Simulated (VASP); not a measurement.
Wanted: the native input for a VASP 6.6.1 run.

- Task: relaxation of cell and atoms
- Functional: PBEsol
- Potentials or basis: VASP PAW PBE potentials, release 64 (Ta_pv, N)
- Cutoff: 600 eV
- k mesh: 18 × 18 × 14
- Occupations: fermi-dirac, width 0.15 eV
- Spin: no spin polarisation
- Dipole correction: no
- Further INCAR settings: ALGO = Normal; EDIFF = 1e-06; IBRION = 2; EDIFFG = -0.001; NSW = 80; ISIF = 3

The structure of TaN (sol) lies in POSCAR:

```
TaN
1.0
    2.9238695490      0.0000000000      0.0000000000
   -1.4619347745      2.5321453068      0.0000000000
    0.0000000000      0.0000000000      2.8704928543
Ta N
1 1
Direct
    0.0000000000      0.0000000000      0.5000000000
    0.6666666667      0.3333333333      0.0000000000
```

The input as run:

INCAR

```
SYSTEM = TaN
PREC = Accurate
ENCUT = 600
EDIFF = 1E-6
ISMEAR = -1
SIGMA = 0.15
LREAL = .FALSE.
LASPH = .TRUE.
NELM = 60
ALGO = Normal
ISIF = 3
LWAVE = .FALSE.
LCHARG = .FALSE.
GGA = PS
IBRION = 2
NSW = 80
EDIFFG = -0.001
```

KPOINTS

```
Automatic mesh
0
G
  18 18 14
  0 0 0
```

Potentials or basis: VASP PAW PBE potentials, release 64 (Ta_pv, N).

Launch:

```sh
$ cat potpaw_PBE.64/Ta_pv/POTCAR potpaw_PBE.64/N/POTCAR > POTCAR
$ mpirun -np 1 vasp_std > vasp.out
```

It gave:

* Relaxed volume: 10.65 Å³/atom
* Relaxed cell: a = 2.926 Å, b = 2.926 Å, c = 2.872 Å, α = 90.00°, β = 90.00°, γ = 120.00°
* Space group after relaxing (to 0.05 Å): P-6m2 (No. 187)
* Energy gained by relaxing: 0.1 meV/atom
* Ionic steps: 23
* Pressure after relaxing: 0.0 GPa
* Band gap on the k mesh: zero (band 8 reaches 8.45 eV, above the bottom of band 9 at 8.11 eV)

Caveat: the PAW data sets were made with another functional, which shifts forces and pressure a little; spin-orbit coupling is left out, which moves the levels of the heavy elements.

Run time: 3.5 min on 1 thread of Intel(R) Xeon(R) Platinum 8488C (Sapphire Rapids) (shared host), peak memory 0.23 GiB.
